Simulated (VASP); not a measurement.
Wanted: the native input for a VASP 6.6.1 run.

```
Task                               : single point
Functional                         : HSE06
Potentials or basis                : VASP PAW PBE potentials, release 64 (C, Ba_sv)
Cutoff                             : 520 eV
k mesh                             : 4 × 4 × 4
Occupations                        : fermi-dirac, width 0.02 eV
Spin                               : no spin polarisation
Dipole correction                  : no
Grid for exact exchange (PRECFOCK) : Normal
Further INCAR settings             : ALGO = Normal; EDIFF = 1e-06; NBANDS = 19
Share of exact exchange            : 0.25
Screening parameter                : 0.2079 1/Å
```

Crystal: Ba2C.

```xyz
3
Lattice="0.0000 3.5066 3.5066 3.5066 0.0000 3.5066 3.5066 3.5066 0.0000" Properties=species:S:1:pos:R:3 pbc="T T T"
C     0.0000    0.0000    0.0000
Ba    1.7533    1.7533    1.7533
Ba    5.2600    5.2600    5.2600
```

The input as run:

POSCAR

```
Ba2C
1.0
    0.0000000000      3.5066490074      3.5066490074
    3.5066490074      0.0000000000      3.5066490074
    3.5066490074      3.5066490074      0.0000000000
C Ba
1 2
Direct
    0.0000000000      0.0000000000      0.0000000000
    0.2500000000      0.2500000000      0.2500000000
    0.7500000000      0.7500000000      0.7500000000
```

INCAR.step1

```
SYSTEM = Ba2C
ALGO = Normal
EDIFF = 1E-5
ENCUT = 520
GGA = PE
ISIF = 2
ISMEAR = -1
LASPH = .TRUE.
LREAL = .FALSE.
LWAVE = .TRUE.
NBANDS = 19
NELM = 100
PREC = Accurate
SIGMA = 0.02
```

INCAR.step2

```
SYSTEM = Ba2C
ALGO = Normal
EDIFF = 1E-6
ENCUT = 520
GGA = PE
HFSCREEN = 0.2079
ISIF = 2
ISMEAR = -1
ISTART = 1
LASPH = .TRUE.
LCHARG = .TRUE.
LELF = .TRUE.
LHFCALC = .TRUE.
LREAL = .FALSE.
LVHAR = .TRUE.
LWAVE = .FALSE.
NBANDS = 19
NELM = 100
PREC = Accurate
PRECFOCK = Normal
SIGMA = 0.02
```

KPOINTS

```
k-points
0
G
  4 4 4
  0 0 0
```

Potentials or basis: VASP PAW PBE potentials, release 64 (C, Ba_sv).

Command:

```console
$ cat potpaw_PBE.64/C/POTCAR potpaw_PBE.64/Ba_sv/POTCAR > POTCAR
$ cp INCAR.step1 INCAR
$ mpirun -np 1 vasp_std > vasp.out
$ cp INCAR.step2 INCAR
$ mpirun -np 1 vasp_std > vasp.out
```

Results of the run:

The pressure is 1.4 GPa. The band gap on the k mesh is zero (filled and empty bands touch).

Caveat: the k points lie up to 0.39 Å⁻¹ apart; the structure was generated, so it needn't be the stable form of Ba2C; the PAW data sets were made with another functional, which shifts forces and pressure a little; spin-orbit coupling is left out, which moves the levels of the heavy elements.

It took 43 min on 1 thread of Intel(R) Xeon(R) Platinum 8488C (Sapphire Rapids), on a shared host, peak memory 0.35 GiB.
